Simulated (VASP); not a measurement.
# RbCaH3 (R3m) in VASP: further runs

Runs on RbCaH3. Level: LDA. Tasks: single point.

Everything below comes from runs of VASP 6.6.1. Logs are shortened: lines on timing, memory, paths and dates and some standing lists are left out, and cuts for length are marked.

### 1 The cell of the first run

It takes space group R3m (No. 160, trigonal). The conventional cell has a = 6.430 Å, b = 6.430 Å, c = 7.876 Å, α = 90.00°, β = 90.00°, γ = 120.00°. Within 4.1 Å of Rb (site symmetry 3m) lie 12 H at 3.14 to 3.29 Å and 8 Ca at 3.85 to 4.03 Å. Within 3.0 Å of Ca (site symmetry 3m) lie 6 H at 2.27 Å. H (site symmetry m) has 2 Ca at 2.27 Å within 3.0 Å.

### 2 Single point, LDA (all Rb atoms moved +0.087 Å, as atom 1 along Cartesian [1 1 1])

Input file INCAR:

```
PREC     = Accurate       # precision mode
ENCUT    = 520            # plane-wave cutoff, eV
EDIFF    = 1E-6           # SCF threshold, eV
ISMEAR   = 0              # smearing method
SIGMA    = 0.05           # smearing width, eV
LREAL    = False          # projectors in reciprocal space
LASPH    = True           # aspherical terms in the spheres
NELM     = 60             # most SCF steps
ALGO     = Normal         # electronic algorithm
ISIF     = 2              # what is computed and relaxed
LWAVE    = False          # write WAVECAR
LCHARG   = False          # write CHGCAR
GGA      = CA             # functional
NBANDS   = 19             # bands
```

Input file KPOINTS:

```
Automatic mesh
0
Gamma
  6 6 6
```

Input file POSCAR:

```
RbCaH3
1.0
    4.5470000000      0.0000000000      0.0000000000
    0.0000000000      4.5470000000      0.0000000000
    0.0000000000      0.0000000000      4.5470000000
Rb Ca H
1 1 3
Direct
    0.0111102152      0.0111102152      0.0111102152
    0.5000000000      0.5000000000      0.5000000000
    0.0000000000      0.5000000000      0.5000000000
    0.5000000000      0.0000000000      0.5000000000
    0.5000000000      0.5000000000      0.0000000000
```

Potentials or basis: VASP PAW LDA potentials, release 64 (Rb_sv, Ca_sv, H).

Started as:

```console
> cat potpaw_LDA.64/Rb_sv/POTCAR potpaw_LDA.64/Ca_sv/POTCAR potpaw_LDA.64/H/POTCAR > POTCAR
> mpirun -np 1 vasp_std > vasp.out
```

OUTCAR:

```text
PREC = Accurate
   ENCUT = 520
   EDIFF = 1E-6
   ISMEAR = 0
   LREAL = False
   LASPH = True
   NELM = 60
   ISIF = 2
   GGA = CA

 ion  position               nearest neighbor table
   1  0.011  0.011  0.011-   5 3.14   4 3.14   3 3.14   3 3.22   4 3.22   3 3.22   5 3.22   4 3.22
                             5 3.22   5 3.29   4 3.29   3 3.29   2 3.85   2 3.91   2 3.91   2 3.91
   2  0.500  0.500  0.500-   1 3.85   1 3.91   1 3.91   1 3.91   1 3.97   1 3.97   1 3.97   1 4.03

   3  0.000  0.500  0.500-   1 3.14   1 3.22   1 3.22   1 3.29
   4  0.500  0.000  0.500-   1 3.14   1 3.22   1 3.22   1 3.29
   5  0.500  0.500  0.000-   1 3.14   1 3.22   1 3.22   1 3.29

  LATTYP: Found a simple cubic cell.
 ALAT       =     4.5470000000

  Lattice vectors:

 A1 = (   4.5470000000,   0.0000000000,   0.0000000000)
 A2 = (   0.0000000000,   4.5470000000,   0.0000000000)
 A3 = (   0.0000000000,   0.0000000000,   4.5470000000)

Analysis of symmetry for initial positions (statically):
=====================================================================
 Subroutine PRICEL returns:
 Original cell was already a primitive cell.

 Routine SETGRP: Setting up the symmetry group for a
 simple cubic supercell.

 Subroutine GETGRP returns: Found  6 space group operations
 (whereof  6 operations were pure point group operations)
 out of a pool of 48 trial point group operations.

The static configuration has the point symmetry C_3v.

Analysis of symmetry for dynamics (positions and initial velocities):
=====================================================================
 Subroutine PRICEL returns:
 Original cell was already a primitive cell.

 Routine SETGRP: Setting up the symmetry group for a
 simple cubic supercell.

 Subroutine GETGRP returns: Found  6 space group operations
 (whereof  6 operations were pure point group operations)
 out of a pool of 48 trial point group operations.

The dynamic configuration has the point symmetry C_3v.

 Subroutine INISYM returns: Found  6 space group operations
 (whereof  6 operations are pure point group operations),
 and found     1 'primitive' translations

----------------------------------------------------------------------------------------

                                     Primitive cell

  volume of cell :      94.0102

  direct lattice vectors                    reciprocal lattice vectors
     4.547000000  0.000000000  0.000000000     0.219925225  0.000000000  0.000000000
     0.000000000  4.547000000  0.000000000     0.000000000  0.219925225  0.000000000
     0.000000000  0.000000000  4.547000000     0.000000000  0.000000000  0.219925225

  length of vectors
     4.547000000  4.547000000  4.547000000     0.219925225  0.219925225  0.219925225

  position of ions in fractional coordinates (direct lattice)
     0.011110215  0.011110215  0.011110215
     0.500000000  0.500000000  0.500000000
     0.000000000  0.500000000  0.500000000
     0.500000000  0.000000000  0.500000000
     0.500000000  0.500000000  0.000000000

  ion indices of the primitive-cell ions
   primitive index   ion index
                 1           1
                 2           2
                 3           3
                 4           4
                 5           5

----------------------------------------------------------------------------------------

 KPOINTS: Automatic mesh

Automatic generation of k-mesh.
 Grid dimensions read from file:
 generate k-points for:    6    6    6

 Generating k-lattice:

  Cartesian coordinates                     Fractional coordinates (reciprocal lattice)
     0.036654204  0.000000000  0.000000000     0.166666667  0.000000000  0.000000000
     0.000000000  0.036654204  0.000000000     0.000000000  0.166666667  0.000000000
     0.000000000  0.000000000  0.036654204     0.000000000  0.000000000  0.166666667

  Length of vectors
     0.036654204  0.036654204  0.036654204

  Shift w.r.t. Gamma in fractional coordinates (k-lattice)
     0.000000000  0.000000000  0.000000000

 Subroutine IBZKPT returns following result:
 ===========================================

 Found     32 irreducible k-points:

 Following reciprocal coordinates:
            Coordinates               Weight
  0.000000  0.000000  0.000000      1.000000
  0.166667  0.000000  0.000000      6.000000
  0.333333  0.000000  0.000000      6.000000
  0.500000  0.000000  0.000000      3.000000
  0.166667  0.166667  0.000000      6.000000
 -0.166667  0.166667  0.000000      6.000000
[... 16 lines left out ...]
 -0.166667  0.333333  0.333333      6.000000
  0.500000  0.333333  0.166667     12.000000
 [... further k-points ...]
   k-points           NKPTS =     32   k-points in BZ     NKDIM =     32   number of bands    NBANDS=     19
   number of dos      NEDOS =    301   number of ions     NIONS =      5
   total plane-waves  NPLWV =  46656
   dimension x,y,z NGX =    36 NGY =   36 NGZ =   36
   dimension x,y,z NGXF=    72 NGYF=   72 NGZF=   72
   ions per type =               1   1   3
   NGX,Y,Z   is equivalent  to a cutoff of  13.16, 13.16, 13.16 a.u.
   NGXF,Y,Z  is equivalent  to a cutoff of  26.32, 26.32, 26.32 a.u.
 SYSTEM =  unknown system
   PREC   = accura    normal or accurate (medium, high low for compatibility)
   ISTART =      0    job   : 0-new  1-cont  2-samecut
   ICHARG =      2    charge: 1-file 2-atom 10-const
   ISPIN  =      1    spin polarized calculation?
   LNONCOLLINEAR =      F non collinear calculations
   LSORBIT =      F    spin-orbit coupling
   LASPH  =      T    aspherical Exc in radial PAW
   ENCUT  =  520.0 eV  38.22 Ry    6.18 a.u.   8.45  8.45  8.45*2*pi/ulx,y,z
   NELM   =     60;   NELMIN=  2; NELMDL= -5     # of ELM steps
   EDIFF  = 0.1E-05   stopping-criterion for ELM
   LREAL  =      F    real-space projection
   EDIFFG = 0.1E-04   stopping-criterion for IOM
   NSW    =      0    number of steps for IOM
   IBRION =     -1    ionic relax: 0-MD 1-quasi-New 2-CG
   NFREE  =      0    steps in history (QN), initial steepest desc. (CG)
   ISIF   =      2    stress and relaxation
   ISYM   =      2    0-nonsym 1-usesym 2-fastsym
   POTIM  = 0.5000    time-step for ionic-motion
   TEBEG  =    0.0;   TEEND  =   0.0 temperature during run
   PSTRESS=    0.0 pullay stress
   NELECT =      22.0000    total number of electrons
   NUPDOWN=      -1.0000    fix difference up-down
   EMIN   =  10.00;   EMAX   =-10.00  energy-range for DOS
   EFERMI =   0.00;   METHOD = LEGACY
   ISMEAR =     0;   SIGMA  =   0.05  broadening in eV -4-tet -1-fermi 0-gaus
   EFERMI_NEDOS =   21; number of points for ismear=-14 and -15
   IALGO  =     38    algorithm
   IMIX   =      4    mixing-type and parameters
     AMIX     =   0.40;   BMIX     =  1.00
     AMIX_MAG =   1.60;   BMIX_MAG =  1.00
  volume/ion in A,a.u.               =      18.80       126.88
  Fermi-wavevector in a.u.,A,eV,Ry     =   1.008844  1.906439 13.847556  1.017767
  Thomas-Fermi vector in A             =   2.141736
   LORBIT       =      0    0 simple, 1 ext, 2 COOP (PROOUT), +10 PAW based schemes
   GGA     = CA    functional components
   LHFCALC =     F    Hartree Fock is set to
   AEXX    =    0.0000 exact exchange contribution
   IVDW    =     0    specifies the selected vdW correction
   LEPSILON=     F    determine dielectric tensor
   LRPA    =     F    only Hartree local field effects (RPA)
 non-spin polarized calculation
 Gauss-broadening in eV      SIGMA  =   0.05
  energy-cutoff  :      520.00
  volume of cell :       94.01
 maximum number of plane-waves:      2560
 NGX is ok and might be reduce to    36
   NGX = 17   NGY = 17   NGZ = 17

 number of electron      22.0000000 magnetization

 Free energy of the ion-electron system (eV)
  ---------------------------------------------------
  ext. energy  EPLUGINS =         0.00000000
  ---------------------------------------------------
  free energy    TOTEN  =       -15.80801621 eV

  energy without entropy =      -15.80801621  energy(sigma->0) =      -15.80801621

 E-fermi :  -1.1159     XC(G=0):  -8.1995

 val. band max:       -1.4372427726   @ k =   0.5000   0.5000   0.0000
 cond. band min:       1.4884380002   @ k =   0.5000   0.5000   0.0000
 fundamental gap:      2.9256807728
 Fermi energy:        -1.1159221661

 k-point     1 :       0.0000    0.0000    0.0000
  band No.  band energies     occupation
      1     -39.5595      2.00000
      2     -26.6185      2.00000
      3     -20.8760      2.00000
      4     -20.8755      2.00000
      5     -20.8755      2.00000
      6     -10.7452      2.00000
[... 11 lines left out ...]
     18       6.0045      0.00000
     19       6.0045      0.00000

 k-point     2 :       0.1667    0.0000    0.0000
  band No.  band energies     occupation
      1     -39.5592      2.00000
      2     -26.6171      2.00000
      3     -20.8834      2.00000
      4     -20.8754      2.00000
      5     -20.8751      2.00000
      6     -10.7977      2.00000
[... 11 lines left out ...]
     18       5.5946      0.00000
     19       6.3087      0.00000

 k-point     3 :       0.3333    0.0000    0.0000
  band No.  band energies     occupation
      1     -39.5588      2.00000
      2     -26.6141      2.00000
      3     -20.8986      2.00000
      4     -20.8746      2.00000
      5     -20.8743      2.00000
      6     -10.9002      2.00000
[... 11 lines left out ...]
     18       5.0508      0.00000
     19       6.0233      0.00000

 k-point     4 :       0.5000    0.0000    0.0000
  band No.  band energies     occupation
      1     -39.5585      2.00000
      2     -26.6126      2.00000
      3     -20.9062      2.00000
      4     -20.8741      2.00000
      5     -20.8739      2.00000
      6     -10.9496      2.00000
[... 407 lines left out ...]
     18       6.2952      0.00000
     19       6.7953      0.00000

 k-point    23 :      -0.1667    0.3333    0.3333
  band No.  band energies     occupation
      1     -39.5578      2.00000
      2     -26.6078      2.00000
      3     -20.8978      2.00000
      4     -20.8978      2.00000
      5     -20.8812      2.00000
      6     -10.8673      2.00000
[... 11 lines left out ...]
     18       6.3070      0.00000
     19       6.8053      0.00000

 k-point    24 :       0.5000    0.3333    0.1667
  band No.  band energies     occupation
      1     -39.5575      2.00000
      2     -26.6062      2.00000
      3     -20.9057      2.00000
      4     -20.8976      2.00000
      5     -20.8808      2.00000
      6     -10.9022      2.00000
[... 11 lines left out ...]
     18       6.4262      0.00000
     19       6.6675      0.00000

 [... further k-points ...]
[... 5 lines left out ...]
  --------------------------------------------------------------------------------------
  -------------------------------------------------------------------------------------
  Total       -1.3870911     -1.3870911     -1.3870911      0.0097383      0.0097383      0.0097383
  in kB      -23.6396324    -23.6396324    -23.6396324      0.1659666      0.1659666      0.1659666
  external PRESSURE =     -23.6396324 kB  Pullay stress =       0.0000000 kB

 VOLUME and BASIS-vectors are now :
 -----------------------------------------------------------------------------
  energy-cutoff  :      520.00
  volume of cell :       94.01
      direct lattice vectors                 reciprocal lattice vectors
     4.547000000  0.000000000  0.000000000     0.219925225  0.000000000  0.000000000
     0.000000000  4.547000000  0.000000000     0.000000000  0.219925225  0.000000000
     0.000000000  0.000000000  4.547000000     0.000000000  0.000000000  0.219925225

 POSITION                                       TOTAL-FORCE (eV/Angst)
 -----------------------------------------------------------------------------------
      0.05052      0.05052      0.05052        -0.042739     -0.042739     -0.042739
      2.27350      2.27350      2.27350         0.041827      0.041827      0.041827
      0.00000      2.27350      2.27350         0.013292     -0.006190     -0.006190
      2.27350      0.00000      2.27350        -0.006190      0.013292     -0.006190
      2.27350      2.27350      0.00000        -0.006190     -0.006190      0.013292
 -----------------------------------------------------------------------------------
    total drift:                                0.000018      0.000018      0.000018

  FREE ENERGIE OF THE ION-ELECTRON SYSTEM (eV)
  ---------------------------------------------------
  free  energy   TOTEN  =       -15.8080162086 eV

  energy  without entropy=      -15.8080162086  energy(sigma->0) =      -15.80801621
```

It took 30 s on 1 thread of Intel Xeon Platinum 8375C at 2.90GHz (Ice Lake), shared host; peak memory 0.21 GiB.

What came out:

| Item | Value |
| --- | --- |
| Free energy | -15.8080 eV |
| Pressure | -2.4 GPa |
| Largest force | 0.074 eV/Å |
| Band gap on the k mesh | 2.93 eV, direct |

Forces in eV/Å, atoms in the order of the input:
```
Rb  -0.043 -0.043 -0.043
Ca   0.042  0.042  0.042
H    0.013 -0.006 -0.006
H   -0.006  0.013 -0.006
H   -0.006 -0.006  0.013
```

Levels at points of the mesh, in eV from the valence-band top:
| k point | band 8 | band 9 | band 10 | band 11 | band 12 | band 13 | band 14 | band 15 |
| --- | --- | --- | --- | --- | --- | --- | --- | --- |
| (0.00, 0.00, 0.00) | -9.31 | -2.81 | -0.38 | -0.38 | 5.89 | 5.90 | 5.90 | 7.06 |
| (0.50, 0.00, 0.00) | -9.29 | -1.52 | -0.73 | -0.13 | 5.37 | 5.41 | 5.72 | 6.01 |
| (0.50, 0.50, 0.00) | -9.28 | -1.17 | 0.00 | 0.00 | 2.93 | 4.82 | 4.82 | 5.58 |
| (0.50, 0.50, 0.50) | -9.43 | -0.20 | -0.20 | -0.20 | 4.21 | 4.21 | 4.22 | 5.47 |

Caveat: the cell differs from its parent crystal (all Rb atoms moved +0.087 Å, as atom 1 along Cartesian [1 1 1]).

### 3 Single point, LDA (all Rb atoms moved +0.062 Å, as atom 1 along Cartesian [1 1 1])

Input file INCAR:

```
SYSTEM = RbCaH3
PREC = Accurate
ENCUT = 520
EDIFF = 1E-6
ISMEAR = 0
SIGMA = 0.05
LREAL = .FALSE.
LASPH = .TRUE.
NELM = 100
ALGO = Normal
ISIF = 2
LWAVE = .FALSE.
LCHARG = .FALSE.
GGA = CA
NBANDS = 19
```

Input file KPOINTS:

```
regular mesh
0
G
  6 6 6
  0 0 0
```

POSCAR: that of step 2 with these lines changed.

```diff
@@ -8,3 +8,3 @@
 Direct
-    0.0111102152      0.0111102152      0.0111102152
+    0.0079358680      0.0079358680      0.0079358680
     0.5000000000      0.5000000000      0.5000000000
```

Potentials or basis: VASP PAW LDA potentials, release 64 (Rb_sv, Ca_sv, H).

Started as:

```console
> cat potpaw_LDA.64/Rb_sv/POTCAR potpaw_LDA.64/Ca_sv/POTCAR potpaw_LDA.64/H/POTCAR > POTCAR
> mpirun -np 1 vasp_std > vasp.out
```

It took 30 s on 1 thread of Intel Xeon Platinum 8375C at 2.90GHz (Ice Lake), shared host; peak memory 0.21 GiB.

It converged, with:

```yaml
Free_energy: -15.8096 eV
Pressure: -2.4 GPa
Largest_force: 0.053 eV/Å
Band_gap_on_the_k_mesh: 2.92 eV, direct
```

Forces in eV/Å, atoms in the order of the input:
```
Rb  -0.030 -0.030 -0.030
Ca   0.030  0.030  0.030
H    0.009 -0.004 -0.004
H   -0.004  0.009 -0.004
H   -0.004 -0.004  0.009
```

Levels at points of the mesh, in eV from the valence-band top:
```csv
k point,band 8,band 9,band 10,band 11,band 12,band 13,band 14,band 15
"(0.00, 0.00, 0.00)",-9.31,-2.81,-0.38,-0.38,5.89,5.90,5.90,7.11
"(0.50, 0.00, 0.00)",-9.29,-1.52,-0.73,-0.13,5.39,5.41,5.70,6.01
"(0.50, 0.50, 0.00)",-9.28,-1.17,0.00,0.00,2.92,4.82,4.82,5.58
"(0.50, 0.50, 0.50)",-9.43,-0.20,-0.20,-0.20,4.21,4.21,4.22,5.48
```

Caveat: the cell differs from its parent crystal (all Rb atoms moved +0.062 Å, as atom 1 along Cartesian [1 1 1]). A k mesh can miss the band edges.

(Continued in part 2 of 2.)
